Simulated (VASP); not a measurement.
**Cu: single point with PBE**

Crystal: Cu.

```
Cu
1.0
    -1.39960    1.39960    1.38198
     1.39960   -1.39960    1.38198
     1.39960    1.39960   -1.38198
Cu
1
Cartesian
  0.0000 0.0000 0.0000
```

```
Program                : VASP 6.6.1
Task                   : single point
Functional             : PBE
Potentials or basis    : VASP PAW PBE potentials, release 64 (Cu)
Cutoff                 : 520 eV
k mesh                 : 22 × 22 × 22
Occupations            : gaussian, width 0.15 eV
Spin                   : no spin polarisation
Dipole correction      : no
Further INCAR settings : ALGO = Normal; EDIFF = 1e-07; NBANDS = 12
```

The pressure is 19.0 GPa.

Stress tensor (GPa, compression positive):
```
19.08  0.00  0.00
 0.00 19.08  0.00
 0.00  0.00 18.95
```

Levels at points of the mesh, in eV from the Fermi level:
```
           k point  band 3  band 4  band 5  band 6  band 7  band 8  band 9  band 10
(0.00, 0.00, 0.00)   -3.39   -3.39   -2.30   -2.24   25.78   25.78   26.09    30.19
(0.50, 0.00, 0.00)   -2.29   -2.12   -1.43   -0.80    4.87   18.09   18.53    22.33
(0.50, 0.50, 0.00)   -2.35   -2.15   -1.43   -0.90    4.73   18.43   18.92    22.65
(0.50, 0.50, 0.50)   -1.63   -1.63   -1.61    8.42    8.42    8.92   14.12    14.37
```

Wall time 33 s on 1 thread of Intel(R) Xeon(R) 6975P-C (Granite Rapids), on a shared host, peak memory 0.21 GiB.
